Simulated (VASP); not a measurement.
Here is a VASP 6.6.1 calculation.

File INCAR:

```
SYSTEM = MgO
ALGO = Normal ; EDIFF = 1E-7
ENCUT = 520 ; GGA = PE
ISIF = 2 ; ISMEAR = -1
LASPH = .True. ; LCHARG = .False.
LREAL = .False. ; LWAVE = .False.
NBANDS = 11 ; NELM = 60
PREC = Accurate ; SIGMA = 0.02
```

File KPOINTS:

```
k-points
0
Gamma
  7 7 7
  0 0 0
```

Contents of POSCAR:

```
MgO
1.0
    0.0000000000      2.0970013927      2.0970013927
    2.0970013927      0.0000000000      2.0970013927
    2.0970013927      2.0970013927      0.0000000000
Mg O
1 1
Direct
    0.0000000000      0.0000000000      0.0000000000
    0.5000000000      0.5000000000      0.5000000000
```

Potentials or basis: VASP PAW PBE potentials, release 64 (Mg, O).

Launch:

```sh
$ cat potpaw_PBE.64/Mg/POTCAR potpaw_PBE.64/O/POTCAR > POTCAR
$ mpirun -np 1 vasp_std > vasp.out
```

Problem. Estimate the pressure.

Solution. 6.2 GPa.

Problem. What does it give for the band gap on the k mesh?

Solution. 4.85 eV, direct.

Expect the measured gap to be larger: semilocal functionals such as PBE lack the derivative discontinuity.
